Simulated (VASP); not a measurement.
# Si (P6_3/mmc) in VASP: further runs

The runs below take Si through single point, with BLYP.

Program: VASP 6.6.1. These are calculated values, not measurements. Logs are shortened: lines on timing, memory, paths and dates and some standing lists are left out, and cuts for length are marked.

## Step 1: The cell of the first run

It takes space group P6_3/mmc (No. 194, hexagonal). Conventional cell: a = 2.728 Å, b = 2.728 Å, c = 5.140 Å, α = 90.00°, β = 90.00°, γ = 120.00°. Si (site symmetry -6m2) has 12 Si at 2.73 to 3.01 Å within 3.6 Å.

## Step 2: Single point, BLYP

The input, INCAR:

```
PREC     = Accurate       # precision mode
ENCUT    = 520            # plane-wave cutoff, eV
EDIFF    = 1E-7           # SCF threshold, eV
ISMEAR   = -1             # smearing method
SIGMA    = 0.1            # smearing width, eV
LREAL    = F              # projectors in reciprocal space
LASPH    = T              # aspherical terms in the spheres
NELM     = 60             # most SCF steps
ALGO     = Normal         # electronic algorithm
ISIF     = 2              # what is computed and relaxed
LWAVE    = F              # write WAVECAR
LCHARG   = F              # write CHGCAR
GGA      = B5             # functional
ALDAX    = 1.0          
AGGAX    = 1.0          
AGGAC    = 1.0          
ALDAC    = 0.0          
NBANDS   = 11             # bands
```

The input, KPOINTS:

```
regular mesh
0
Gamma
  13 13 7
```

The input, POSCAR:

```
Si
1.0
    2.7282169065      0.0000000000      0.0000000000
   -1.3641084533      2.3627051481      0.0000000000
    0.0000000000      0.0000000000      5.1402960937
Si
2
Direct
    0.3333333333      0.6666666667      0.2500000000
    0.6666666667      0.3333333333      0.7500000000
```

Potentials or basis: VASP PAW PBE potentials, release 64 (Si).

Run with:

```console
$ cat potpaw_PBE.64/Si/POTCAR > POTCAR
$ mpirun -np 1 vasp_std > vasp.out
```

OUTCAR:

```text
PREC = Accurate
   ENCUT = 520
   EDIFF = 1E-7
   ISMEAR = -1
   LREAL = F
   LASPH = T
   NELM = 60
   ISIF = 2
   GGA = B5

 ion  position               nearest neighbor table
   1  0.333  0.667  0.250-   2 3.01   2 3.01   2 3.01   2 3.01   2 3.01   2 3.01
   2  0.667  0.333  0.750-   1 3.01   1 3.01   1 3.01   1 3.01   1 3.01   1 3.01

  LATTYP: Found a hexagonal cell.
 ALAT       =     2.7282169065
 C/A-ratio  =     1.8841229528

  Lattice vectors:

 A1 = (   2.7282169065,   0.0000000000,   0.0000000000)
 A2 = (  -1.3641084533,   2.3627051481,   0.0000000000)
 A3 = (   0.0000000000,   0.0000000000,   5.1402960937)

Analysis of symmetry for initial positions (statically):
=====================================================================
 Subroutine PRICEL returns:
 Original cell was already a primitive cell.

 Routine SETGRP: Setting up the symmetry group for a
 hexagonal supercell.

 Subroutine GETGRP returns: Found 24 space group operations
 (whereof 12 operations were pure point group operations)
 out of a pool of 24 trial point group operations.

The static configuration has the point symmetry D_3d.
 The point group associated with its full space group is D_6h.

Analysis of symmetry for dynamics (positions and initial velocities):
=====================================================================
 Subroutine PRICEL returns:
 Original cell was already a primitive cell.

 Routine SETGRP: Setting up the symmetry group for a
 hexagonal supercell.

 Subroutine GETGRP returns: Found 24 space group operations
 (whereof 12 operations were pure point group operations)
 out of a pool of 24 trial point group operations.

The dynamic configuration has the point symmetry D_3d.
 The point group associated with its full space group is D_6h.

 Subroutine INISYM returns: Found 24 space group operations
 (whereof 12 operations are pure point group operations),
 and found     1 'primitive' translations

----------------------------------------------------------------------------------------

                                     Primitive cell

  volume of cell :      33.1342

  direct lattice vectors                    reciprocal lattice vectors
     2.728216907  0.000000000  0.000000000     0.366539771  0.211621835  0.000000000
    -1.364108453  2.362705148  0.000000000     0.000000000  0.423243671  0.000000000
     0.000000000  0.000000000  5.140296094     0.000000000  0.000000000  0.194541322

  length of vectors
     2.728216907  2.728216907  5.140296094     0.423243671  0.423243671  0.194541322

  position of ions in fractional coordinates (direct lattice)
     0.333333333  0.666666667  0.250000000
     0.666666667  0.333333333  0.750000000

  ion indices of the primitive-cell ions
   primitive index   ion index
                 1           1
                 2           2

----------------------------------------------------------------------------------------

 KPOINTS: regular mesh

Automatic generation of k-mesh.
 Grid dimensions read from file:
 generate k-points for:   13   13    7

 Generating k-lattice:

  Cartesian coordinates                     Fractional coordinates (reciprocal lattice)
     0.028195367  0.016278603  0.000000000     0.076923077  0.000000000  0.000000000
     0.000000000  0.032557205  0.000000000     0.000000000  0.076923077  0.000000000
     0.000000000  0.000000000  0.027791617     0.000000000  0.000000000  0.142857143

  Length of vectors
     0.032557205  0.032557205  0.027791617

  Shift w.r.t. Gamma in fractional coordinates (k-lattice)
     0.000000000  0.000000000  0.000000000

 Subroutine IBZKPT returns following result:
 ===========================================

 Found     84 irreducible k-points:

 Following reciprocal coordinates:
            Coordinates               Weight
  0.000000  0.000000  0.000000      1.000000
  0.076923  0.000000  0.000000      6.000000
  0.153846  0.000000  0.000000      6.000000
  0.230769 -0.000000  0.000000      6.000000
  0.307692  0.000000  0.000000      6.000000
  0.384615  0.000000  0.000000      6.000000
[... 16 lines left out ...]
  0.076923  0.000000  0.142857     12.000000
  0.153846  0.000000  0.142857     12.000000
 [... further k-points ...]
   k-points           NKPTS =     84   k-points in BZ     NKDIM =     84   number of bands    NBANDS=     11
   number of dos      NEDOS =    301   number of ions     NIONS =      2
   total plane-waves  NPLWV =  16000
   dimension x,y,z NGX =    20 NGY =   20 NGZ =   40
   dimension x,y,z NGXF=    40 NGYF=   40 NGZF=   80
   ions per type =               2
   NGX,Y,Z   is equivalent  to a cutoff of  12.19, 12.19, 12.94 a.u.
   NGXF,Y,Z  is equivalent  to a cutoff of  24.37, 24.37, 25.87 a.u.
 SYSTEM =  unknown system
   PREC   = accura    normal or accurate (medium, high low for compatibility)
   ISTART =      0    job   : 0-new  1-cont  2-samecut
   ICHARG =      2    charge: 1-file 2-atom 10-const
   ISPIN  =      1    spin polarized calculation?
   LNONCOLLINEAR =      F non collinear calculations
   LSORBIT =      F    spin-orbit coupling
   LASPH  =      T    aspherical Exc in radial PAW
   ENCUT  =  520.0 eV  38.22 Ry    6.18 a.u.   5.07  5.07  9.56*2*pi/ulx,y,z
   NELM   =     60;   NELMIN=  2; NELMDL= -5     # of ELM steps
   EDIFF  = 0.1E-06   stopping-criterion for ELM
   LREAL  =      F    real-space projection
   EDIFFG = 0.1E-05   stopping-criterion for IOM
   NSW    =      0    number of steps for IOM
   IBRION =     -1    ionic relax: 0-MD 1-quasi-New 2-CG
   NFREE  =      0    steps in history (QN), initial steepest desc. (CG)
   ISIF   =      2    stress and relaxation
   ISYM   =      2    0-nonsym 1-usesym 2-fastsym
   POTIM  = 0.5000    time-step for ionic-motion
   TEBEG  =    0.0;   TEEND  =   0.0 temperature during run
   PSTRESS=    0.0 pullay stress
   NELECT =       8.0000    total number of electrons
   NUPDOWN=      -1.0000    fix difference up-down
   EMIN   =  10.00;   EMAX   =-10.00  energy-range for DOS
   EFERMI =   0.00;   METHOD = LEGACY
   ISMEAR =    -1;   SIGMA  =   0.10  broadening in eV -4-tet -1-fermi 0-gaus
   EFERMI_NEDOS =   21; number of points for ismear=-14 and -15
   IALGO  =     38    algorithm
   IMIX   =      4    mixing-type and parameters
     AMIX     =   0.40;   BMIX     =  1.00
     AMIX_MAG =   1.60;   BMIX_MAG =  1.00
  volume/ion in A,a.u.               =      16.57       111.80
  Fermi-wavevector in a.u.,A,eV,Ry     =   1.019403  1.926393 14.138940  1.039183
  Thomas-Fermi vector in A             =   2.152915
   LORBIT       =      0    0 simple, 1 ext, 2 COOP (PROOUT), +10 PAW based schemes
   GGA     = B5    functional components
   LHFCALC =     F    Hartree Fock is set to
   AEXX    =    0.0000 exact exchange contribution
   IVDW    =     0    specifies the selected vdW correction
   LEPSILON=     F    determine dielectric tensor
   LRPA    =     F    only Hartree local field effects (RPA)
 non-spin polarized calculation
  energy-cutoff  :      520.00
  volume of cell :       33.13
 maximum number of plane-waves:       907
   NGX = 11   NGY = 11   NGZ = 19

 number of electron       7.9999999 magnetization

 Free energy of the ion-electron system (eV)
  ---------------------------------------------------
  ext. energy  EPLUGINS =         0.00000000
  ---------------------------------------------------
  free energy    TOTEN  =        -7.62064150 eV

  energy without entropy =       -7.59077238  energy(sigma->0) =       -7.60570694

 E-fermi :   8.9122     XC(G=0):  -9.9727

 val. band max:        8.8473868305   @ k =   0.3077   0.0000   0.4286
 cond. band min:       8.9335818230   @ k =   0.3846   0.2308   0.0000
 fundamental gap:      0.0861949925
 Fermi energy:         8.9121652832

 k-point     1 :       0.0000    0.0000    0.0000
  band No.  band energies     occupation
      1      -4.3216      2.00000
      2      -0.1698      2.00000
      3       2.5947      2.00000
      4      15.1978      0.00000
      5      17.4802      0.00000
      6      18.0360      0.00000
      7      18.0360      0.00000
      8      19.2027      0.00000
      9      19.2027      0.00000
     10      21.7902      0.00000
     11      21.7902      0.00000

 k-point     2 :       0.0769    0.0000    0.0000
  band No.  band energies     occupation
      1      -4.1682      2.00000
      2      -0.0181      2.00000
      3       2.7409      2.00000
      4      15.2758      0.00000
      5      16.1260      0.00000
      6      17.1088      0.00000
      7      17.3807      0.00000
      8      19.1184      0.00000
      9      19.3797      0.00000
     10      20.4471      0.00000
     11      21.8821      0.00000

 k-point     3 :       0.1538    0.0000    0.0000
  band No.  band energies     occupation
      1      -3.7086      2.00000
      2       0.4358      2.00000
      3       3.1791      2.00000
      4      13.2892      0.00000
      5      15.4511      0.00000
      6      15.8856      0.00000
      7      16.2444      0.00000
      8      18.1247      0.00000
      9      18.5929      0.00000
     10      19.4650      0.00000
     11      20.9600      0.00000
[... 267 lines left out ...]
 k-point    23 :       0.0769    0.0000    0.1429
  band No.  band energies     occupation
      1      -4.0602      2.00000
      2      -0.5908      2.00000
      3       3.5168      2.00000
      4      13.6954      0.00000
      5      16.2754      0.00000
      6      17.1909      0.00000
      7      18.0794      0.00000
      8      19.2321      0.00000
      9      19.6729      0.00000
     10      20.3517      0.00000
     11      21.8181      0.00000

 k-point    24 :       0.1538    0.0000    0.1429
  band No.  band energies     occupation
      1      -3.6009      2.00000
      2      -0.1369      2.00000
      3       3.9538      2.00000
      4      13.3064      0.00000
      5      14.1225      0.00000
      6      15.9718      0.00000
      7      16.0842      0.00000
      8      18.3522      0.00000
      9      18.6329      0.00000
     10      19.7820      0.00000
     11      21.7295      0.00000

 [... further k-points ...]

------------------------ aborting loop because EDIFF is reached ----------------------------------------

  FORCE on cell =-STRESS in cart. coord.  units (eV):
  Direction    XX          YY          ZZ          XY          YZ          ZX
  --------------------------------------------------------------------------------------
  -------------------------------------------------------------------------------------
  Total        0.0806654      0.0806654      0.0520064     -0.0000000     -0.0000000      0.0000000
  in kB        3.9005114      3.9005114      2.5147268     -0.0000000     -0.0000000      0.0000000
  external PRESSURE =       3.4385832 kB  Pullay stress =       0.0000000 kB

 VOLUME and BASIS-vectors are now :
 -----------------------------------------------------------------------------
  energy-cutoff  :      520.00
  volume of cell :       33.13
      direct lattice vectors                 reciprocal lattice vectors
     2.728216907  0.000000000  0.000000000     0.366539771  0.211621835  0.000000000
    -1.364108453  2.362705148  0.000000000     0.000000000  0.423243671  0.000000000
     0.000000000  0.000000000  5.140296094     0.000000000  0.000000000  0.194541322

 POSITION                                       TOTAL-FORCE (eV/Angst)
 -----------------------------------------------------------------------------------
     -0.00000      1.57514      1.28507        -0.000000      0.000000      0.000000
      1.36411      0.78757      3.85522         0.000000     -0.000000      0.000000
 -----------------------------------------------------------------------------------
    total drift:                               -0.000000      0.000000     -0.000000

  FREE ENERGIE OF THE ION-ELECTRON SYSTEM (eV)
  ---------------------------------------------------
  free  energy   TOTEN  =        -7.6206414984 eV

  energy  without entropy=       -7.5907723801  energy(sigma->0) =       -7.60570694
```

Run time: 16 s. Hardware: 1 thread of Intel Xeon Platinum 8488C (Sapphire Rapids), shared host; peak memory 0.15 GiB.

What came out:

```
Free energy            : -7.6206 eV
Pressure               : 0.3 GPa
Band gap on the k mesh : zero (band 4 reaches 15.28 eV, above the bottom of band 5 at 6.26 eV)
```

Stress tensor (GPa, compression positive):
```
0.39 0.00 0.00
0.00 0.39 0.00
0.00 0.00 0.25
```

Caveat: the PAW data sets were made with another functional, which shifts forces and pressure a little.

## Step 3: Single point, BLYP (volume scaled by 0.88)

The input, INCAR:

```
PREC = Accurate ; ENCUT = 520
EDIFF = 1E-6 ; ISMEAR = -1
SIGMA = 0.1 ; LREAL = False
LASPH = True ; NELM = 80
ALGO = Normal ; ISIF = 2
LWAVE = False ; LCHARG = False
GGA = B5 ; ALDAX = 1.0
AGGAX = 1.0 ; AGGAC = 1.0
ALDAC = 0.0 ; NBANDS = 11
```

The input, KPOINTS:

```
regular mesh
0
Gamma
  15 15 7
```

The input, POSCAR:

```
Si
1.0
    2.6144065321      0.0000000000      0.0000000000
   -1.3072032660      2.2641424726      0.0000000000
    0.0000000000      0.0000000000      4.9258633549
Si
2
Direct
    0.3333333333      0.6666666667      0.2500000000
    0.6666666667      0.3333333333      0.7500000000
```

Potentials or basis: VASP PAW PBE potentials, release 64 (Si).

Run with:

```console
$ cat potpaw_PBE.64/Si/POTCAR > POTCAR
$ mpirun -np 1 vasp_std > vasp.out
```

It took 23 s on 1 thread of Intel Xeon Platinum 8488C (Sapphire Rapids), shared host; peak memory 0.14 GiB.

Results (log left out):

| Property | Result |
| --- | --- |
| Free energy | -7.5073 eV |
| Pressure | 9.6 GPa |
| Band gap on the k mesh | zero (band 4 reaches 17.79 eV, above the bottom of band 5 at 7.10 eV) |

Stress tensor (GPa, compression positive):
```
11.72  0.00  0.00
 0.00 11.72  0.00
 0.00  0.00  5.43
```

Levels at points of the mesh, in eV from the Fermi level:
```tsv
k point	band 2	band 3	band 4	band 5	band 6	band 7
(0.00, 0.00, 0.00)	-9.51	-7.14	7.25	8.83	10.45	10.45
```

Caveat: the PAW data sets were made with another functional, which shifts forces and pressure a little.

## Step 4: Single point, BLYP (volume scaled by 0.92)

The input, INCAR:

```
PREC = Accurate
ENCUT = 520
EDIFF = 1E-7
ISMEAR = -1
SIGMA = 0.1
LREAL = F
LASPH = T
NELM = 100
ALGO = Normal
ISIF = 2
LWAVE = F
LCHARG = F
GGA = B5
ALDAX = 1.0
AGGAX = 1.0
AGGAC = 1.0
ALDAC = 0.0
NBANDS = 11
```

KPOINTS is that of step 3.

The input, POSCAR:

```
Si
1.0
    2.6534332788      0.0000000000      0.0000000000
   -1.3267166394      2.2979406267      0.0000000000
    0.0000000000      0.0000000000      4.9993945442
Si
2
Direct
    0.3333333333      0.6666666667      0.2500000000
    0.6666666667      0.3333333333      0.7500000000
```

Run with:

```console
$ cat potpaw_PBE.64/Si/POTCAR > POTCAR
$ mpirun -np 1 vasp_std > vasp.out
```

Wall time 20 s (1 thread of Intel Xeon Platinum 8488C (Sapphire Rapids), shared host); peak memory 0.15 GiB.

It converged, with:

| Property | Result |
| --- | --- |
| Free energy | -7.5711 eV |
| Pressure | 5.9 GPa |
| Band gap on the k mesh | zero (band 4 reaches 16.88 eV, above the bottom of band 5 at 6.51 eV) |

Stress tensor (GPa, compression positive):
```
7.51 0.00 0.00
0.00 7.51 0.00
0.00 0.00 2.69
```

Levels at points of the mesh, in eV from the Fermi level:
| k point | band 1 | band 2 | band 3 | band 4 | band 5 | band 6 | band 7 | band 8 | band 9 |
| --- | --- | --- | --- | --- | --- | --- | --- | --- | --- |
| (0.00, 0.00, 0.00) | -13.89 | -9.33 | -6.82 | 6.93 | 8.76 | 10.01 | 10.01 | 11.13 | 11.13 |

Caveat: the PAW data sets were made with another functional, which shifts forces and pressure a little.

## Step 5: The runs side by side

| cell | k mesh | gap on the mesh (eV) | pressure (GPa) |
| --- | --- | --- | --- |
| a = 2.728, b = 2.728, c = 5.140 Å, angles 90.0, 90.0, 120.0°, 2 atoms | 13 × 13 × 7 | none | 0.3 |
| a = 2.614, b = 2.614, c = 4.926 Å, angles 90.0, 90.0, 120.0°, 2 atoms | 15 × 15 × 7 | none | 9.6 |
| a = 2.653, b = 2.653, c = 4.999 Å, angles 90.0, 90.0, 120.0°, 2 atoms | 15 × 15 × 7 | none | 5.9 |

Alike in all rows: task single point; level BLYP; potentials or basis VASP PAW PBE potentials, release 64 (Si); no spin polarisation; cutoff (eV) 520; smearing fermi-dirac 0.1 eV.

Caveats: the PAW data sets were made with another functional, which shifts forces and pressure a little.

Absolute energies hang on the potentials; compare differences alone.
